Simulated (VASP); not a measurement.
The system is Co.

```xyz
4
Lattice="2.5190 0.0000 0.0000 -1.2595 2.1815 0.0000 0.0000 0.0000 8.2469" Properties=species:S:1:pos:R:3 pbc="T T T"
Co    1.2595    0.7272    6.1852
Co    0.0000    0.0000    4.1234
Co    0.0000    1.4544    2.0617
Co    0.0000    0.0000    0.0000
```

This cell differs from its parent crystal: volume scaled by 1.06.

Base run:

| Item | Value |
| --- | --- |
| Program | VASP 6.6.1 |
| Functional | PBEsol |
| Potentials or basis | VASP PAW PBE potentials, release 64 (Co) |
| Cutoff | 520 eV |
| k mesh | 12 × 12 × 4 |
| Occupations | fermi-dirac, width 0.05 eV |
| Spin | collinear spin, ferromagnetic start |
| Starting moments | [2.0, 2.0, 2.0, 2.0] μB |

Its results: pressure -17.0 GPa; net moment 6.75 μB per cell; site moments Co +1.71, +1.70 μB.

**Question.** The run is repeated on the same cell with these changes: functional from PBEsol to PBE; dispersion from none to D3(BJ). What comes out?

**Answer.** Pressure -13.5 GPa; net moment 6.76 μB per cell; site moments Co +1.72, +1.71 μB.

Several settings changed at once, so the effect can't be laid on one alone.

Caveats: the PAW data sets were made with another functional, which shifts forces and pressure a little (some runs); pairwise dispersion overbinds metals, which lowers pressure and volume (some runs).
